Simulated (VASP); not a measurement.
# NaCl in VASP: notebook

The runs below take NaCl through single point, with PBEsol.

Program: VASP 6.6.1. These are calculated values, not measurements. Logs are shortened: lines on timing, memory, paths and dates and some standing lists are left out, and cuts for length are marked.

### Step 1. The cell of the first run

Symmetry: Fm-3m, No. 225, cubic system. Conventional cell: a = 5.863 Å, b = 5.863 Å, c = 5.863 Å, α = 90.00°, β = 90.00°, γ = 90.00°. Na (site symmetry m-3m) has 6 Cl at 2.93 Å within 3.9 Å. Cl (site symmetry m-3m) has 6 Na at 2.93 Å within 3.9 Å.

### Step 2. Single point, PBEsol (strained and its atoms moved)

The input, INCAR:

```
ALGO = Normal ; EDIFF = 1E-6
ENCUT = 520 ; GGA = PS
ISIF = 2 ; ISMEAR = 0
LASPH = T ; LCHARG = F
LREAL = F ; LWAVE = F
NBANDS = 14 ; NELM = 100
PREC = Accurate ; SIGMA = 0.02
```

The input, KPOINTS:

```
k-points
0
Gamma
  8 8 8
```

The input, POSCAR:

```
NaCl
1.0
    0.0000000000      2.9314276000      2.9314276000
    2.9314276000      0.0000000000      2.9314276000
    2.9314276000      2.9314276000      0.0000000000
Na Cl
1 1
Direct
    0.0000000000      0.0000000000      0.0000000000
    0.5000000000      0.5000000000      0.5000000000
```

Potentials or basis: VASP PAW PBE potentials, release 64 (Na_pv, Cl).

Started as:

```bash
$ cat potpaw_PBE.64/Na_pv/POTCAR potpaw_PBE.64/Cl/POTCAR > POTCAR
$ mpirun -np 1 vasp_std > vasp.out
```

OUTCAR:

```text
EDIFF = 1E-6
   ENCUT = 520
   GGA = PS
   ISIF = 2
   ISMEAR = 0
   LASPH = T
   LREAL = F
   NELM = 100
   PREC = Accurate

 ion  position               nearest neighbor table
   1  0.000  0.000  0.000-
   2  0.500  0.500  0.500-

  LATTYP: Found a face centered cubic cell.
 ALAT       =     5.8628552000

  Lattice vectors:

 A1 = (   0.0000000000,   2.9314276000,   2.9314276000)
 A2 = (   2.9314276000,   0.0000000000,   2.9314276000)
 A3 = (   2.9314276000,   2.9314276000,   0.0000000000)

Analysis of symmetry for initial positions (statically):
=====================================================================
 Subroutine PRICEL returns:
 Original cell was already a primitive cell.

 Routine SETGRP: Setting up the symmetry group for a
 face centered cubic supercell.

 Subroutine GETGRP returns: Found 48 space group operations
 (whereof 48 operations were pure point group operations)
 out of a pool of 48 trial point group operations.

The static configuration has the point symmetry O_h .

Analysis of symmetry for dynamics (positions and initial velocities):
=====================================================================
 Subroutine PRICEL returns:
 Original cell was already a primitive cell.

 Routine SETGRP: Setting up the symmetry group for a
 face centered cubic supercell.

 Subroutine GETGRP returns: Found 48 space group operations
 (whereof 48 operations were pure point group operations)
 out of a pool of 48 trial point group operations.

The dynamic configuration has the point symmetry O_h .

 Subroutine INISYM returns: Found 48 space group operations
 (whereof 48 operations are pure point group operations),
 and found     1 'primitive' translations

----------------------------------------------------------------------------------------

                                     Primitive cell

  volume of cell :      50.3811

  direct lattice vectors                    reciprocal lattice vectors
     0.000000000  2.931427600  2.931427600    -0.170565359  0.170565359  0.170565359
     2.931427600  0.000000000  2.931427600     0.170565359 -0.170565359  0.170565359
     2.931427600  2.931427600  0.000000000     0.170565359  0.170565359 -0.170565359

  length of vectors
     4.145664669  4.145664669  4.145664669     0.295427867  0.295427867  0.295427867

  position of ions in fractional coordinates (direct lattice)
     0.000000000  0.000000000  0.000000000
     0.500000000  0.500000000  0.500000000

  ion indices of the primitive-cell ions
   primitive index   ion index
                 1           1
                 2           2

----------------------------------------------------------------------------------------

 KPOINTS: k-points

Automatic generation of k-mesh.
 Grid dimensions read from file:
 generate k-points for:    8    8    8

 Generating k-lattice:

  Cartesian coordinates                     Fractional coordinates (reciprocal lattice)
    -0.021320670  0.021320670  0.021320670     0.125000000  0.000000000  0.000000000
     0.021320670 -0.021320670  0.021320670     0.000000000  0.125000000  0.000000000
     0.021320670  0.021320670 -0.021320670     0.000000000  0.000000000  0.125000000

  Length of vectors
     0.036928483  0.036928483  0.036928483

  Shift w.r.t. Gamma in fractional coordinates (k-lattice)
     0.000000000  0.000000000  0.000000000

 Subroutine IBZKPT returns following result:
 ===========================================

 Found     29 irreducible k-points:

 Following reciprocal coordinates:
            Coordinates               Weight
  0.000000  0.000000  0.000000      1.000000
  0.125000  0.000000  0.000000      8.000000
  0.250000  0.000000  0.000000      8.000000
  0.375000  0.000000  0.000000      8.000000
  0.500000  0.000000  0.000000      4.000000
  0.125000  0.125000  0.000000      6.000000
[... 16 lines left out ...]
  0.500000  0.250000  0.125000     48.000000
 -0.375000  0.250000  0.125000     24.000000
 [... further k-points ...]
   k-points           NKPTS =     29   k-points in BZ     NKDIM =     29   number of bands    NBANDS=     14
   number of dos      NEDOS =    301   number of ions     NIONS =      2
   total plane-waves  NPLWV =  32768
   dimension x,y,z NGX =    32 NGY =   32 NGZ =   32
   dimension x,y,z NGXF=    64 NGYF=   64 NGZF=   64
   ions per type =               1   1
   NGX,Y,Z   is equivalent  to a cutoff of  12.83, 12.83, 12.83 a.u.
   NGXF,Y,Z  is equivalent  to a cutoff of  25.66, 25.66, 25.66 a.u.
 SYSTEM =  unknown system
   PREC   = accura    normal or accurate (medium, high low for compatibility)
   ISTART =      0    job   : 0-new  1-cont  2-samecut
   ICHARG =      2    charge: 1-file 2-atom 10-const
   ISPIN  =      1    spin polarized calculation?
   LNONCOLLINEAR =      F non collinear calculations
   LSORBIT =      F    spin-orbit coupling
   LASPH  =      T    aspherical Exc in radial PAW
   ENCUT  =  520.0 eV  38.22 Ry    6.18 a.u.   7.71  7.71  7.71*2*pi/ulx,y,z
   NELM   =    100;   NELMIN=  2; NELMDL= -5     # of ELM steps
   EDIFF  = 0.1E-05   stopping-criterion for ELM
   LREAL  =      F    real-space projection
   EDIFFG = 0.1E-04   stopping-criterion for IOM
   NSW    =      0    number of steps for IOM
   IBRION =     -1    ionic relax: 0-MD 1-quasi-New 2-CG
   NFREE  =      0    steps in history (QN), initial steepest desc. (CG)
   ISIF   =      2    stress and relaxation
   ISYM   =      2    0-nonsym 1-usesym 2-fastsym
   POTIM  = 0.5000    time-step for ionic-motion
   TEBEG  =    0.0;   TEEND  =   0.0 temperature during run
   PSTRESS=    0.0 pullay stress
   NELECT =      14.0000    total number of electrons
   NUPDOWN=      -1.0000    fix difference up-down
   EMIN   =  10.00;   EMAX   =-10.00  energy-range for DOS
   EFERMI =   0.00;   METHOD = LEGACY
   ISMEAR =     0;   SIGMA  =   0.02  broadening in eV -4-tet -1-fermi 0-gaus
   EFERMI_NEDOS =   21; number of points for ismear=-14 and -15
   IALGO  =     38    algorithm
   IMIX   =      4    mixing-type and parameters
     AMIX     =   0.40;   BMIX     =  1.00
     AMIX_MAG =   1.60;   BMIX_MAG =  1.00
  volume/ion in A,a.u.               =      25.19       169.99
  Fermi-wavevector in a.u.,A,eV,Ry     =   1.068304  2.018803 15.527979  1.141274
  Thomas-Fermi vector in A             =   2.203948
   LORBIT       =      0    0 simple, 1 ext, 2 COOP (PROOUT), +10 PAW based schemes
   GGA     = PS    functional components
   LHFCALC =     F    Hartree Fock is set to
   AEXX    =    0.0000 exact exchange contribution
   IVDW    =     0    specifies the selected vdW correction
   LEPSILON=     F    determine dielectric tensor
   LRPA    =     F    only Hartree local field effects (RPA)
 non-spin polarized calculation
 Gauss-broadening in eV      SIGMA  =   0.02
  energy-cutoff  :      520.00
  volume of cell :       50.38
 maximum number of plane-waves:      1380
   NGX = 15   NGY = 15   NGZ = 15

 number of electron      14.0000005 magnetization

 Free energy of the ion-electron system (eV)
  ---------------------------------------------------
  ext. energy  EPLUGINS =         0.00000000
  ---------------------------------------------------
  free energy    TOTEN  =        -6.94169672 eV

  energy without entropy =       -6.94169672  energy(sigma->0) =       -6.94169672

 E-fermi :  -1.2434     XC(G=0):  -7.8306

 val. band max:       -1.3982415769   @ k =   0.0000   0.0000   0.0000
 cond. band min:       3.1469053331   @ k =   0.0000   0.0000   0.0000
 fundamental gap:      4.5451469100
 Fermi energy:        -1.2433512323

 k-point     1 :       0.0000    0.0000    0.0000
  band No.  band energies     occupation
      1     -22.2970      2.00000
      2     -22.2970      2.00000
      3     -22.2970      2.00000
      4     -13.8044      2.00000
      5      -1.3982      2.00000
      6      -1.3982      2.00000
      7      -1.3982      2.00000
      8       3.1469      0.00000
      9       9.4642      0.00000
     10       9.4642      0.00000
     11       9.4642      0.00000
     12      11.5381      0.00000
     13      11.5381      0.00000
     14      12.7376      0.00000

 k-point     2 :       0.1250    0.0000    0.0000
  band No.  band energies     occupation
      1     -22.2995      2.00000
      2     -22.2972      2.00000
      3     -22.2972      2.00000
      4     -13.7703      2.00000
      5      -1.7149      2.00000
      6      -1.4306      2.00000
      7      -1.4306      2.00000
      8       3.6024      0.00000
      9       8.8811      0.00000
     10       9.6271      0.00000
     11       9.6271      0.00000
     12      11.2200      0.00000
     13      11.2200      0.00000
     14      13.5288      0.00000

 k-point     3 :       0.2500    0.0000    0.0000
  band No.  band energies     occupation
      1     -22.3057      2.00000
      2     -22.2977      2.00000
      3     -22.2977      2.00000
      4     -13.6862      2.00000
      5      -2.3370      2.00000
      6      -1.5065      2.00000
      7      -1.5065      2.00000
      8       4.5526      0.00000
      9       8.1794      0.00000
     10       9.6390      0.00000
     11       9.6390      0.00000
     12      11.3907      0.00000
     13      11.3907      0.00000
     14      13.1891      0.00000
[... 324 lines left out ...]
 k-point    23 :       0.5000    0.2500    0.1250
  band No.  band energies     occupation
      1     -22.3097      2.00000
      2     -22.3017      2.00000
      3     -22.2992      2.00000
      4     -13.5648      2.00000
      5      -2.7037      2.00000
      6      -1.9700      2.00000
      7      -1.6909      2.00000
      8       6.1539      0.00000
      9       7.6343      0.00000
     10       8.1285      0.00000
     11       9.9664      0.00000
     12      11.7249      0.00000
     13      13.7423      0.00000
     14      14.4932      0.00000

 k-point    24 :      -0.3750    0.2500    0.1250
  band No.  band energies     occupation
      1     -22.3110      2.00000
      2     -22.3021      2.00000
      3     -22.2997      2.00000
      4     -13.5373      2.00000
      5      -2.8003      2.00000
      6      -2.0346      2.00000
      7      -1.7358      2.00000
      8       6.4562      0.00000
      9       7.5193      0.00000
     10       8.2843      0.00000
     11       9.7957      0.00000
     12      12.2280      0.00000
     13      13.3770      0.00000
     14      14.5635      0.00000

 [... further k-points ...]
[... 5 lines left out ...]
  --------------------------------------------------------------------------------------
  -------------------------------------------------------------------------------------
  Total       -0.8085670     -0.8085670     -0.8085670     -0.0000000      0.0000000      0.0000000
  in kB      -25.7133751    -25.7133751    -25.7133751     -0.0000000      0.0000000      0.0000000
  external PRESSURE =     -25.7133751 kB  Pullay stress =       0.0000000 kB

 VOLUME and BASIS-vectors are now :
 -----------------------------------------------------------------------------
  energy-cutoff  :      520.00
  volume of cell :       50.38
      direct lattice vectors                 reciprocal lattice vectors
     0.000000000  2.931427600  2.931427600    -0.170565359  0.170565359  0.170565359
     2.931427600  0.000000000  2.931427600     0.170565359 -0.170565359  0.170565359
     2.931427600  2.931427600  0.000000000     0.170565359  0.170565359 -0.170565359

 POSITION                                       TOTAL-FORCE (eV/Angst)
 -----------------------------------------------------------------------------------
      0.00000      0.00000      0.00000         0.000000      0.000000      0.000000
      2.93143      2.93143      2.93143        -0.000000     -0.000000     -0.000000
 -----------------------------------------------------------------------------------
    total drift:                                0.000000     -0.000000     -0.000000

  FREE ENERGIE OF THE ION-ELECTRON SYSTEM (eV)
  ---------------------------------------------------
  free  energy   TOTEN  =        -6.9416967189 eV

  energy  without entropy=       -6.9416967189  energy(sigma->0) =       -6.94169672
```

Wall time 7.3 s (1 thread of Intel Xeon 6975P-C (Granite Rapids), shared host); peak memory 0.17 GiB.

Results:

| Quantity | Value |
| --- | --- |
| Free energy | -6.9417 eV |
| Pressure | -2.6 GPa |
| Band gap on the k mesh | 4.55 eV, direct |

Levels at points of the mesh, in eV from the valence-band top:
| k point | band 5 | band 6 | band 7 | band 8 | band 9 | band 10 |
| --- | --- | --- | --- | --- | --- | --- |
| (0.00, 0.00, 0.00) | 0.00 | 0.00 | 0.00 | 4.55 | 10.86 | 10.86 |
| (0.50, 0.00, 0.00) | -1.64 | -0.21 | -0.21 | 6.88 | 9.61 | 10.57 |
| (0.50, 0.50, 0.00) | -1.41 | -0.50 | -0.50 | 7.11 | 7.97 | 10.36 |

Caveat: the cell differs from its parent crystal (strained and its atoms moved); the PAW data sets were made with another functional, which shifts forces and pressure a little. A k mesh can miss the band edges.

(Part 1 of 2 ends here.)
